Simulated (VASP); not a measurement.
# As2F3 (P-3m1) in VASP: further runs

Runs on As2F3. Level: PBE. Tasks: single point, relaxation of cell and atoms.

Program: VASP 6.6.1. These are calculated values, not measurements. Logs are shortened: lines on timing, memory, paths and dates and some standing lists are left out, and cuts for length are marked.

## Step 1: The cell of the first run

Symmetry: P-3m1, No. 164, trigonal system. Conventional cell: a = 3.763 Å, b = 3.763 Å, c = 5.855 Å, α = 90.00°, β = 90.00°, γ = 120.00°. As (site symmetry 3m) has 7 F at 2.27 to 2.60 Å within 3.0 Å. Within 3.4 Å of F (site symmetry -3m) lie 6 As at 2.60 Å and 6 F at 3.01 Å. F (site symmetry 3m) has 4 As at 2.27 to 2.34 Å and 6 F at 2.76 to 3.01 Å within 3.1 Å.

## Step 2: Single point, PBE

Input file INCAR:

```
SYSTEM = As2F3
PREC     = Accurate       ! precision mode
ENCUT    = 520            ! plane-wave cutoff, eV
EDIFF    = 1E-6           ! SCF threshold, eV
ISMEAR   = 0              ! smearing method
SIGMA    = 0.1            ! smearing width, eV
LREAL    = .FALSE.        ! projectors in reciprocal space
LASPH    = .TRUE.         ! aspherical terms in the spheres
NELM     = 60             ! most SCF steps
ALGO     = Normal         ! electronic algorithm
ISIF     = 2              ! what is computed and relaxed
LWAVE    = .FALSE.        ! write WAVECAR
LCHARG   = .FALSE.        ! write CHGCAR
GGA      = PE             ! functional
NBANDS   = 24             ! bands
```

Input file KPOINTS:

```
regular mesh
0
G
  6 6 4
  0 0 0
```

Input file POSCAR:

```
As2F3
1.0
    3.7630973374      0.0000000000      0.0000000000
   -1.8815486687      3.2589378911      0.0000000000
    0.0000000000      0.0000000000      5.8547681925
As F
2 3
Direct
    0.3333333333      0.6666666667      0.2450000000
    0.6666666667      0.3333333333      0.7550000000
    0.0000000000      0.0000000000      0.0000000000
    0.3333333333      0.6666666667      0.6450000000
    0.6666666667      0.3333333333      0.3550000000
```

Potentials or basis: VASP PAW PBE potentials, release 64 (As, F).

The run is started by

```sh
$ cat potpaw_PBE.64/As/POTCAR potpaw_PBE.64/F/POTCAR > POTCAR
$ mpirun -np 1 vasp_std > vasp.out
```

OUTCAR:

```text
SYSTEM = As2F3
   PREC = Accurate
   ENCUT = 520
   EDIFF = 1E-6
   ISMEAR = 0
   LREAL = .FALSE.
   LASPH = .TRUE.
   NELM = 60
   ISIF = 2
   GGA = PE

 ion  position               nearest neighbor table
   1  0.333  0.667  0.245-   5 2.27   5 2.27   5 2.27   4 2.34
   2  0.667  0.333  0.755-   4 2.27   4 2.27   4 2.27   5 2.34
   3  0.000  0.000  0.000-
   4  0.333  0.667  0.645-   2 2.27   2 2.27   2 2.27   1 2.34
   5  0.667  0.333  0.355-   1 2.27   1 2.27   1 2.27   2 2.34

  LATTYP: Found a hexagonal cell.
 ALAT       =     3.7630973374
 C/A-ratio  =     1.5558375635

  Lattice vectors:

 A1 = (   3.7630973374,   0.0000000000,   0.0000000000)
 A2 = (  -1.8815486687,   3.2589378911,   0.0000000000)
 A3 = (   0.0000000000,   0.0000000000,   5.8547681925)

Analysis of symmetry for initial positions (statically):
=====================================================================
 Subroutine PRICEL returns:
 Original cell was already a primitive cell.

 Routine SETGRP: Setting up the symmetry group for a
 hexagonal supercell.

 Subroutine GETGRP returns: Found 12 space group operations
 (whereof 12 operations were pure point group operations)
 out of a pool of 24 trial point group operations.

The static configuration has the point symmetry D_3d.

Analysis of symmetry for dynamics (positions and initial velocities):
=====================================================================
 Subroutine PRICEL returns:
 Original cell was already a primitive cell.

 Routine SETGRP: Setting up the symmetry group for a
 hexagonal supercell.

 Subroutine GETGRP returns: Found 12 space group operations
 (whereof 12 operations were pure point group operations)
 out of a pool of 24 trial point group operations.

The dynamic configuration has the point symmetry D_3d.

 Subroutine INISYM returns: Found 12 space group operations
 (whereof 12 operations are pure point group operations),
 and found     1 'primitive' translations

----------------------------------------------------------------------------------------

                                     Primitive cell

  volume of cell :      71.8011

  direct lattice vectors                    reciprocal lattice vectors
     3.763097337  0.000000000  0.000000000     0.265738542  0.153424219  0.000000000
    -1.881548669  3.258937891  0.000000000     0.000000000  0.306848438  0.000000000
     0.000000000  0.000000000  5.854768192     0.000000000  0.000000000  0.170800955

  length of vectors
     3.763097337  3.763097337  5.854768192     0.306848438  0.306848438  0.170800955

  position of ions in fractional coordinates (direct lattice)
     0.333333333  0.666666667  0.245000000
     0.666666667  0.333333333  0.755000000
     0.000000000  0.000000000  0.000000000
     0.333333333  0.666666667  0.645000000
     0.666666667  0.333333333  0.355000000

  ion indices of the primitive-cell ions
   primitive index   ion index
                 1           1
                 2           2
                 3           3
                 4           4
                 5           5

----------------------------------------------------------------------------------------

 KPOINTS: regular mesh

Automatic generation of k-mesh.
 Grid dimensions read from file:
 generate k-points for:    6    6    4

 Generating k-lattice:

  Cartesian coordinates                     Fractional coordinates (reciprocal lattice)
     0.044289757  0.025570703  0.000000000     0.166666667 -0.000000000  0.000000000
     0.000000000  0.051141406  0.000000000     0.000000000  0.166666667  0.000000000
     0.000000000  0.000000000  0.042700239     0.000000000  0.000000000  0.250000000

  Length of vectors
     0.051141406  0.051141406  0.042700239

  Shift w.r.t. Gamma in fractional coordinates (k-lattice)
     0.000000000  0.000000000  0.000000000

 Subroutine IBZKPT returns following result:
 ===========================================

 Found     24 irreducible k-points:

 Following reciprocal coordinates:
            Coordinates               Weight
  0.000000  0.000000  0.000000      1.000000
  0.166667  0.000000  0.000000      6.000000
  0.333333 -0.000000  0.000000      6.000000
  0.500000 -0.000000  0.000000      3.000000
  0.166667  0.166667  0.000000      6.000000
  0.333333  0.166667  0.000000     12.000000
[... 16 lines left out ...]
  0.333333  0.166667  0.500000     12.000000
  0.333333  0.333333  0.500000      2.000000
   k-points           NKPTS =     24   k-points in BZ     NKDIM =     24   number of bands    NBANDS=     24
   number of dos      NEDOS =    301   number of ions     NIONS =      5
   total plane-waves  NPLWV =  37632
   dimension x,y,z NGX =    28 NGY =   28 NGZ =   48
   dimension x,y,z NGXF=    56 NGYF=   56 NGZF=   96
   ions per type =               2   3
   NGX,Y,Z   is equivalent  to a cutoff of  12.37, 12.37, 13.63 a.u.
   NGXF,Y,Z  is equivalent  to a cutoff of  24.74, 24.74, 27.26 a.u.
 SYSTEM =  As2F3
   PREC   = accura    normal or accurate (medium, high low for compatibility)
   ISTART =      0    job   : 0-new  1-cont  2-samecut
   ICHARG =      2    charge: 1-file 2-atom 10-const
   ISPIN  =      1    spin polarized calculation?
   LNONCOLLINEAR =      F non collinear calculations
   LSORBIT =      F    spin-orbit coupling
   LASPH  =      T    aspherical Exc in radial PAW
   ENCUT  =  520.0 eV  38.22 Ry    6.18 a.u.   7.00  7.00 10.89*2*pi/ulx,y,z
   NELM   =     60;   NELMIN=  2; NELMDL= -5     # of ELM steps
   EDIFF  = 0.1E-05   stopping-criterion for ELM
   LREAL  =      F    real-space projection
   EDIFFG = 0.1E-04   stopping-criterion for IOM
   NSW    =      0    number of steps for IOM
   IBRION =     -1    ionic relax: 0-MD 1-quasi-New 2-CG
   NFREE  =      0    steps in history (QN), initial steepest desc. (CG)
   ISIF   =      2    stress and relaxation
   ISYM   =      2    0-nonsym 1-usesym 2-fastsym
   POTIM  = 0.5000    time-step for ionic-motion
   TEBEG  =    0.0;   TEEND  =   0.0 temperature during run
   PSTRESS=    0.0 pullay stress
   NELECT =      31.0000    total number of electrons
   NUPDOWN=      -1.0000    fix difference up-down
   EMIN   =  10.00;   EMAX   =-10.00  energy-range for DOS
   EFERMI =   0.00;   METHOD = LEGACY
   ISMEAR =     0;   SIGMA  =   0.10  broadening in eV -4-tet -1-fermi 0-gaus
   EFERMI_NEDOS =   21; number of points for ismear=-14 and -15
   IALGO  =     38    algorithm
   IMIX   =      4    mixing-type and parameters
     AMIX     =   0.40;   BMIX     =  1.00
     AMIX_MAG =   1.60;   BMIX_MAG =  1.00
  volume/ion in A,a.u.               =      14.36        96.91
  Fermi-wavevector in a.u.,A,eV,Ry     =   1.237328  2.338212 20.830269  1.530982
  Thomas-Fermi vector in A             =   2.371900
   LORBIT       =      0    0 simple, 1 ext, 2 COOP (PROOUT), +10 PAW based schemes
   GGA     = PE    functional components
   LHFCALC =     F    Hartree Fock is set to
   AEXX    =    0.0000 exact exchange contribution
   IVDW    =     0    specifies the selected vdW correction
   LEPSILON=     F    determine dielectric tensor
   LRPA    =     F    only Hartree local field effects (RPA)
 non-spin polarized calculation
 Gauss-broadening in eV      SIGMA  =   0.10
  energy-cutoff  :      520.00
  volume of cell :       71.80
 maximum number of plane-waves:      1947
   NGX = 13   NGY = 13   NGZ = 21

 number of electron      30.9999992 magnetization

 Free energy of the ion-electron system (eV)
  ---------------------------------------------------
  ext. energy  EPLUGINS =         0.00000000
  ---------------------------------------------------
  free energy    TOTEN  =       -17.77655087 eV

  energy without entropy =      -17.75874828  energy(sigma->0) =      -17.76764958

 E-fermi :   4.5916     XC(G=0): -10.0949

 val. band max:        4.5148491316   @ k =   0.3333   0.3333   0.5000
 cond. band min:       4.5928860913   @ k =   0.3333   0.1667   0.5000
 fundamental gap:      0.0780369597
 Fermi energy:         4.5915914727

 k-point     1 :       0.0000    0.0000    0.0000
  band No.  band energies     occupation
      1     -21.1900      2.00000
      2     -20.6000      2.00000
      3     -19.2869      2.00000
      4      -6.9158      2.00000
      5      -6.2842      2.00000
      6      -3.3338      2.00000
[... 16 lines left out ...]
     23      14.0543      0.00000
     24      14.0543      0.00000

 k-point     2 :       0.1667    0.0000    0.0000
  band No.  band energies     occupation
      1     -21.1287      2.00000
      2     -20.6076      2.00000
      3     -19.2730      2.00000
      4      -7.0700      2.00000
      5      -6.5770      2.00000
      6      -3.5138      2.00000
[... 16 lines left out ...]
     23      14.1951      0.00000
     24      14.4382      0.00000

 k-point     3 :       0.3333   -0.0000    0.0000
  band No.  band energies     occupation
      1     -20.9840      2.00000
      2     -20.6442      2.00000
      3     -19.2461      2.00000
      4      -7.3354      2.00000
      5      -7.0985      2.00000
      6      -3.6462      2.00000
[... 16 lines left out ...]
     23      14.3905      0.00000
     24      14.5318      0.00000
[... 514 lines left out ...]
 k-point    23 :       0.3333    0.1667    0.5000
  band No.  band energies     occupation
      1     -20.8787      2.00000
      2     -20.6925      2.00000
      3     -19.2333      2.00000
      4      -7.6984      2.00000
      5      -7.1873      2.00000
      6      -3.9195      2.00000
[... 16 lines left out ...]
     23      14.6157      0.00000
     24      15.1991      0.00000

 k-point    24 :       0.3333    0.3333    0.5000
  band No.  band energies     occupation
      1     -20.7719      2.00000
      2     -20.7719      2.00000
      3     -19.2256      2.00000
      4      -7.5180      2.00000
      5      -7.5180      2.00000
      6      -4.2565      2.00000
[... 16 lines left out ...]
     23      13.7853      0.00000
     24      14.1857      0.00000

------------------------ aborting loop because EDIFF is reached ----------------------------------------

  FORCE on cell =-STRESS in cart. coord.  units (eV):
  Direction    XX          YY          ZZ          XY          YZ          ZX
  --------------------------------------------------------------------------------------
  -------------------------------------------------------------------------------------
  Total        2.9953997      2.9953997      3.0652786      0.0000000      0.0000000      0.0000000
  in kB       66.8396443     66.8396443     68.3989280      0.0000000      0.0000000      0.0000000
  external PRESSURE =      67.3594055 kB  Pullay stress =       0.0000000 kB

 VOLUME and BASIS-vectors are now :
 -----------------------------------------------------------------------------
  energy-cutoff  :      520.00
  volume of cell :       71.80
      direct lattice vectors                 reciprocal lattice vectors
     3.763097337  0.000000000  0.000000000     0.265738542  0.153424219  0.000000000
    -1.881548669  3.258937891  0.000000000     0.000000000  0.306848438  0.000000000
     0.000000000  0.000000000  5.854768192     0.000000000  0.000000000  0.170800955

 POSITION                                       TOTAL-FORCE (eV/Angst)
 -----------------------------------------------------------------------------------
     -0.00000      2.17263      1.43442         0.000000     -0.000000     -1.549575
      1.88155      1.08631      4.42035         0.000000      0.000000      1.549575
      0.00000      0.00000      0.00000         0.000000      0.000000      0.000000
     -0.00000      2.17263      3.77633         0.000000      0.000000      0.229615
      1.88155      1.08631      2.07844        -0.000000      0.000000     -0.229615
 -----------------------------------------------------------------------------------
    total drift:                                0.000000      0.000000      0.000000

  FREE ENERGIE OF THE ION-ELECTRON SYSTEM (eV)
  ---------------------------------------------------
  free  energy   TOTEN  =       -17.7765508685 eV

  energy  without entropy=      -17.7587482848  energy(sigma->0) =      -17.76764958
```

Run time: 58 s. Hardware: 1 thread of Oxide Virtual Turin-like, shared host; peak memory 0.16 GiB.

Results:

- Free energy: -17.7766 eV
- Pressure: 6.7 GPa
- Largest force: 1.550 eV/Å
- Band gap on the k mesh: zero (an odd number of electrons rules out a gap without spin polarisation)

Forces on the atoms (eV/Å):
```
As   0.000  0.000 -1.550
As   0.000  0.000  1.550
F    0.000  0.000  0.000
F    0.000  0.000  0.230
F    0.000  0.000 -0.230
```

Caveat: the cell stands under pressure; an odd number of electrons without spin polarisation forces a metal; a magnetic or distorted state may lie lower.

## Step 3: Single point, PBE

This run uses another cell than the first one, of 16.21 Å³/atom.

Input file INCAR:

```
PREC = Accurate
ENCUT = 520
EDIFF = 1E-7
ISMEAR = 0
SIGMA = 0.1
LREAL = False
LASPH = True
NELM = 60
ALGO = Normal
ISIF = 2
LWAVE = False
LCHARG = False
GGA = PE
NBANDS = 24
```

Input file KPOINTS:

```
regular mesh
0
Gamma
  6 6 4
```

Input file POSCAR:

```
As2F3
1.0
    3.8099697023      0.0000000000      0.0000000000
   -1.9049848511      3.2995305498      0.0000000000
    0.0000000000      0.0000000000      6.4475709435
As F
2 3
Direct
    0.3333333333      0.6666666667      0.1732821344
    0.6666666667      0.3333333333      0.8267178656
    0.0000000000      0.0000000000      0.0000000000
    0.3333333333      0.6666666667      0.7009610089
    0.6666666667      0.3333333333      0.2990389911
```

Potentials or basis: VASP PAW PBE potentials, release 64 (As, F).

The run is started by

```sh
$ cat potpaw_PBE.64/As/POTCAR potpaw_PBE.64/F/POTCAR > POTCAR
$ mpirun -np 1 vasp_std > vasp.out
```

It took 68 s on 1 thread of Oxide Virtual Turin-like, shared host; peak memory 0.16 GiB.

It converged, with:

| Item | Value |
| --- | --- |
| Free energy | -18.6003 eV |
| Pressure | -0.3 GPa |
| Largest force | 0.021 eV/Å |
| Band gap on the k mesh | zero (an odd number of electrons rules out a gap without spin polarisation) |

Forces on the atoms (eV/Å):
```
As   0.000  0.000 -0.021
As   0.000  0.000  0.021
F    0.000  0.000  0.000
F    0.000  0.000  0.013
F    0.000  0.000 -0.013
```

Stress tensor (GPa, compression positive):
```
-0.41  0.00  0.00
 0.00 -0.41  0.00
 0.00  0.00 -0.16
```

Levels at points of the mesh, in eV from the Fermi level:
```tsv
k point	band 13	band 14	band 15	band 16	band 17	band 18
(0.00, 0.00, 0.00)	-5.19	-4.54	-1.70	0.19	0.19	1.50
(0.50, 0.00, 0.00)	-4.79	-3.93	-1.25	0.37	1.45	1.62
(0.00, 0.00, 0.50)	-4.96	-4.33	-1.84	0.14	0.14	0.83
(0.50, 0.00, 0.50)	-4.71	-4.00	-1.72	0.19	1.62	1.63
```

Caveat: an odd number of electrons without spin polarisation forces a metal; a magnetic or distorted state may lie lower.

(Continued in part 2 of 2.)

The gap in the log of VASP goes by the Fermi energy; the results here count the filled bands.